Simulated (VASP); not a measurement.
# AlFe (Pm-3m) in VASP: single point with PBE

Aim: the single point of AlFe with PBE.

All numbers are computed with VASP 6.6.1; they aren't measurements. Logs are shortened: lines on timing, memory, paths and dates and some standing lists are left out, and cuts for length are marked.

## (1) The cell of the first run

It takes space group Pm-3m (No. 221, cubic). The conventional cell has a = 2.874 Å, b = 2.874 Å, c = 2.874 Å, α = 90.00°, β = 90.00°, γ = 90.00°. Within 3.3 Å of Al (site symmetry m-3m) lie 8 Fe at 2.49 Å and 6 Al at 2.87 Å. Within 3.3 Å of Fe (site symmetry m-3m) lie 8 Al at 2.49 Å and 6 Fe at 2.87 Å.

## (2) Single point, PBE, collinear spin, ferromagnetic start

Input file POSCAR:

```
AlFe
1.0
    2.8743308783      0.0000000000      0.0000000000
    0.0000000000      2.8743308783      0.0000000000
    0.0000000000      0.0000000000      2.8743308783
Al Fe
1 1
Direct
    0.0000000000      0.0000000000      0.0000000000
    0.5000000000      0.5000000000      0.5000000000
```

Input file INCAR.step1:

```
SYSTEM = AlFe
  ALGO = Normal
  EDIFF = 1E-6
  ENCUT = 520
  GGA = PE
  ISIF = 2
  ISMEAR = 0
  ISPIN = 2
  LASPH = .TRUE.
  LCHARG = .TRUE.
  LMAXMIX = 4
  LREAL = .FALSE.
  LWAVE = .FALSE.
  MAGMOM = 0 0.77
  NBANDS = 16
  NELM = 150
  PREC = Accurate
  SIGMA = 0.1
```

Input file KPOINTS.step1:

```
k-points
0
G
  14 14 14
  0 0 0
```

Input file INCAR.step2:

```
SYSTEM = AlFe
  ALGO = Normal
  EDIFF = 1E-6
  ENCUT = 520
  GGA = PE
  ICHARG = 11
  ISIF = 2
  ISMEAR = -5
  ISPIN = 2
  LASPH = .TRUE.
  LCHARG = .FALSE.
  LMAXMIX = 4
  LORBIT = 11
  LREAL = .FALSE.
  LWAVE = .FALSE.
  MAGMOM = 0 0.77
  NBANDS = 16
  NEDOS = 2001
  NELM = 150
  PREC = Accurate
  SIGMA = 0.1
```

Input file KPOINTS.step2:

```
k-points
0
G
  21 21 21
  0 0 0
```

Potentials or basis: VASP PAW PBE potentials, release 64 (Al, Fe).

The run is started by

```bash
cat potpaw_PBE.64/Al/POTCAR potpaw_PBE.64/Fe/POTCAR > POTCAR
cp INCAR.step1 INCAR
cp KPOINTS.step1 KPOINTS
mpirun -np 1 vasp_std > vasp.out
cp INCAR.step2 INCAR
cp KPOINTS.step2 KPOINTS
mpirun -np 1 vasp_std > vasp.out
```

OUTCAR:

```text
SYSTEM = AlFe
   EDIFF = 1E-6
   ENCUT = 520
   GGA = PE
   ICHARG = 11
   ISIF = 2
   ISMEAR = -5
   ISPIN = 2
   LASPH = .TRUE.
   LORBIT = 11
   LREAL = .FALSE.
   NELM = 150
   PREC = Accurate

 ion  position               nearest neighbor table
   1  0.000  0.000  0.000-   2 2.49   2 2.49   2 2.49   2 2.49   2 2.49   2 2.49   2 2.49   2 2.49

   2  0.500  0.500  0.500-   1 2.49   1 2.49   1 2.49   1 2.49   1 2.49   1 2.49   1 2.49   1 2.49

  LATTYP: Found a simple cubic cell.
 ALAT       =     2.8743308783

  Lattice vectors:

 A1 = (   2.8743308783,   0.0000000000,   0.0000000000)
 A2 = (   0.0000000000,   2.8743308783,   0.0000000000)
 A3 = (   0.0000000000,   0.0000000000,   2.8743308783)

Analysis of symmetry for initial positions (statically):
=====================================================================
 Subroutine PRICEL returns:
 Original cell was already a primitive cell.

 Routine SETGRP: Setting up the symmetry group for a
 simple cubic supercell.

 Subroutine GETGRP returns: Found 48 space group operations
 (whereof 48 operations were pure point group operations)
 out of a pool of 48 trial point group operations.

The static configuration has the point symmetry O_h .

Analysis of symmetry for dynamics (positions and initial velocities):
=====================================================================
 Subroutine PRICEL returns:
 Original cell was already a primitive cell.

 Routine SETGRP: Setting up the symmetry group for a
 simple cubic supercell.

 Subroutine GETGRP returns: Found 48 space group operations
 (whereof 48 operations were pure point group operations)
 out of a pool of 48 trial point group operations.

The dynamic configuration has the point symmetry O_h .

Analysis of structural, dynamic, and magnetic symmetry:
=====================================================================
 Subroutine PRICEL returns:
 Original cell was already a primitive cell.

 Routine SETGRP: Setting up the symmetry group for a
 simple cubic supercell.

 Subroutine GETGRP returns: Found 48 space group operations
 (whereof 48 operations were pure point group operations)
 out of a pool of 48 trial point group operations.

The overall configuration has the point symmetry O_h .

 Subroutine INISYM returns: Found 48 space group operations
 (whereof 48 operations are pure point group operations),
 and found     1 'primitive' translations

----------------------------------------------------------------------------------------

                                     Primitive cell

[... 113 lines left out ...]
  volume/ion in A,a.u.               =      11.87        80.13
  Fermi-wavevector in a.u.,A,eV,Ry     =   1.266686  2.393689 21.830458  1.604493
  Thomas-Fermi vector in A             =   2.399874
   LORBIT       =     11    0 simple, 1 ext, 2 COOP (PROOUT), +10 PAW based schemes
   GGA     = PE    functional components
   LHFCALC =     F    Hartree Fock is set to
   AEXX    =    0.0000 exact exchange contribution
   IVDW    =     0    specifies the selected vdW correction
   LEPSILON=     F    determine dielectric tensor
   LRPA    =     F    only Hartree local field effects (RPA)
 spin polarized calculation
 Fermi weights with tetrahedron method with Bloechl corrections
  energy-cutoff  :      520.00
  volume of cell :       23.75
 maximum number of plane-waves:       657
 NGX is ok and might be reduce to    24

 number of electron      10.9999994 magnetization       0.6691039

 Free energy of the ion-electron system (eV)
  ---------------------------------------------------
  ext. energy  EPLUGINS =         0.00000000
  ---------------------------------------------------
  free energy    TOTEN  =       -12.64912535 eV

  energy without entropy =      -12.64912535  energy(sigma->0) =      -12.64912535

 E-fermi :   8.0137     XC(G=0): -12.1461

 val. band max:        8.0754117125   @ k =   0.4762   0.4762   0.1905
 cond. band min:       8.0177936569   @ k =   0.1429   0.1429   0.1429
 fundamental gap:     -0.0576180556
 Fermi energy:         8.0136697649

 spin component 1

 k-point     1 :       0.0000    0.0000    0.0000
  band No.  band energies     occupation
      1      -2.3919      1.00000
      2       5.5226      1.00000
      3       5.5226      1.00000
      4       7.6477      1.00000
      5       7.6477      1.00000
      6       7.6477      1.00000
[... 435 lines left out ...]
      5       7.3161      1.00000
      6       7.5978      1.00000
[... 8 lines left out ...]
     15      28.4232      0.00000
     16      28.5867      0.00000

 [... further k-points ...]

 spin component 2

 k-point     1 :       0.0000    0.0000    0.0000
  band No.  band energies     occupation
      1      -2.3864      1.00000
      2       5.8671      1.00000
      3       5.8671      1.00000
      4       8.4535      0.00000
      5       8.4535      0.00000
      6       8.4535      0.00000
[... 435 lines left out ...]
      5       8.0751      0.11513
      6       8.3969      0.00000
[... 8 lines left out ...]
     15      28.4560      0.00000
     16      28.6216      0.00000

 [... further k-points ...]
[... 5 lines left out ...]
  --------------------------------------------------------------------------------------
  -------------------------------------------------------------------------------------
  Total       -0.0204640     -0.0204640     -0.0204640      0.0000000      0.0000000     -0.0000000
  in kB       -1.3806745     -1.3806745     -1.3806745      0.0000000      0.0000000     -0.0000000
  external PRESSURE =      -1.3806745 kB  Pullay stress =       0.0000000 kB

 VOLUME and BASIS-vectors are now :
 -----------------------------------------------------------------------------
  energy-cutoff  :      520.00
  volume of cell :       23.75
      direct lattice vectors                 reciprocal lattice vectors
     2.874330878  0.000000000  0.000000000     0.347907058  0.000000000  0.000000000
     0.000000000  2.874330878  0.000000000     0.000000000  0.347907058  0.000000000
     0.000000000  0.000000000  2.874330878     0.000000000  0.000000000  0.347907058

 POSITION                                       TOTAL-FORCE (eV/Angst)
 -----------------------------------------------------------------------------------
      0.00000      0.00000      0.00000         0.000000      0.000000      0.000000
      1.43717      1.43717      1.43717         0.000000      0.000000      0.000000
 -----------------------------------------------------------------------------------
    total drift:                                0.000000     -0.000000     -0.000000

  FREE ENERGIE OF THE ION-ELECTRON SYSTEM (eV)
  ---------------------------------------------------
  free  energy   TOTEN  =       -12.6491253489 eV

  energy  without entropy=      -12.6491253489  energy(sigma->0) =      -12.64912535

 total charge

# of ion       s       p       d       tot
------------------------------------------
    1        0.400   0.437   0.000   0.836
    2        0.431   0.502   6.484   7.417
--------------------------------------------------
tot          0.831   0.938   6.484   8.253

 magnetization (x)

# of ion       s       p       d       tot
------------------------------------------
    1       -0.008  -0.015   0.000  -0.023
    2        0.000   0.009   0.719   0.727
--------------------------------------------------
tot         -0.008  -0.007   0.719   0.705
```

OUTCAR.step1:

```text
SYSTEM = AlFe
   EDIFF = 1E-6
   ENCUT = 520
   GGA = PE
   ISIF = 2
   ISMEAR = 0
[... 1157 lines left out ...]
      0.00000      0.00000      0.00000         0.000000      0.000000      0.000000
      1.43717      1.43717      1.43717         0.000000      0.000000      0.000000
 -----------------------------------------------------------------------------------
    total drift:                                0.000000     -0.000000     -0.000000

  FREE ENERGIE OF THE ION-ELECTRON SYSTEM (eV)
  ---------------------------------------------------
  free  energy   TOTEN  =       -12.6532114757 eV

  energy  without entropy=      -12.6420807069  energy(sigma->0) =      -12.64764609
```

It took 2.1 min on 1 thread of AMD EPYC 7R13 (Zen 3), shared host; peak memory 0.26 GiB.

What came out:

```yaml
Net_moment: 0.67 μB per cell
Site_moments: Al -0.02; Fe +0.73 μB
Valence_electrons_inside_the_program's_atomic_spheres: Al 0.84; Fe 7.42
```

Caveat: tetrahedron occupations give inexact forces and stress in metals.
